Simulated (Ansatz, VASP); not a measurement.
# Two plane-wave programs on B3P

The input INCAR:

```
SYSTEM = B3P
PREC = Accurate ; ENCUT = 500
EDIFF = 1E-7 ; ISMEAR = 0
SIGMA = 0.1 ; LREAL = .False.
LASPH = .True. ; NELM = 120
ALGO = Normal ; ISIF = 3
LWAVE = .False. ; LCHARG = .False.
GGA = PE ; IBRION = 2
NSW = 100 ; EDIFFG = -0.01
GGA_COMPAT = .False. ; NELMIN = 4
```

File KPOINTS:

```
regular mesh
0
Gamma
  18 18 10
  0 0 0
```

File POSCAR:

```
B3P
1.0
    2.8862160733      0.0000000000      0.0000000000
   -1.4431080367      2.4995364403      0.0000000000
    0.0000000000      0.0000000000      4.7668560225
B P
3 1
Direct
    0.0000000000      0.0000000000      0.5000000000
    0.6666666667      0.3333333333      0.3320543564
    0.6666666667      0.3333333333      0.6679456436
    0.0000000000      0.0000000000      0.0000000000
```

Input for Ansatz:

```yaml
crystal:
  lattice:
    - [2.8862160733, 0.0, 0.0]
    - [-1.4431080367, 2.4995364403, 0.0]
    - [0.0, 0.0, 4.7668560225]
  atoms:
    - { symbol: B, position: [0.0, 0.0, 0.5] }
    - { symbol: B, position: [0.6666666667, 0.3333333333, 0.3320543564] }
    - { symbol: B, position: [0.6666666667, 0.3333333333, 0.6679456436] }
    - { symbol: P, position: [0.0, 0.0, 0.0] }
basis:
  ecutwfc: 420
kpoints:
  mp_grid: { grid: [18, 18, 10] }
hamiltonian:
  xc: pbe
scf:
  occupations: { method: gaussian, width: 0.1 }
output:
  forces: true
  stress: true
  eigenvalues: true
relax:
  adjacent_minimum: "off"
  f_tol: 0.01
  max_steps: 80
  cell: { stress_tol: 0.05 }
```

Change from the starting cell: species swapped into the TbZr3 type (P-6m2, No. 187).

Alike in both runs: task relaxation of cell and atoms; functional PBE; k mesh 18 × 18 × 10; occupations gaussian, width 0.1 eV; no spin polarisation.

|  | VASP | Ansatz |
| --- | --- | --- |
| version | VASP 6.6.1 | Ansatz 0.2.0 |
| potentials or method | VASP PAW PBE potentials, release 64 (B, P), cutoff 500 eV | scalar-relativistic, plane waves, PAW |
| valence electrons in the cell | 14 | 14 |

|  | VASP | Ansatz | Ansatz less VASP |
| --- | --- | --- | --- |
| gap on the k mesh at the Fermi level, each at its own relaxed structure (eV) | none | none | - |
| relaxed volume (Å³/atom) | 8.70 | 8.71 | +0.009 |
| relaxed cell length with the largest relative difference (Å) | 4.882 | 4.885 | +0.0038 |

A gap of «none» marks a metal or a gap that the smearing closes.
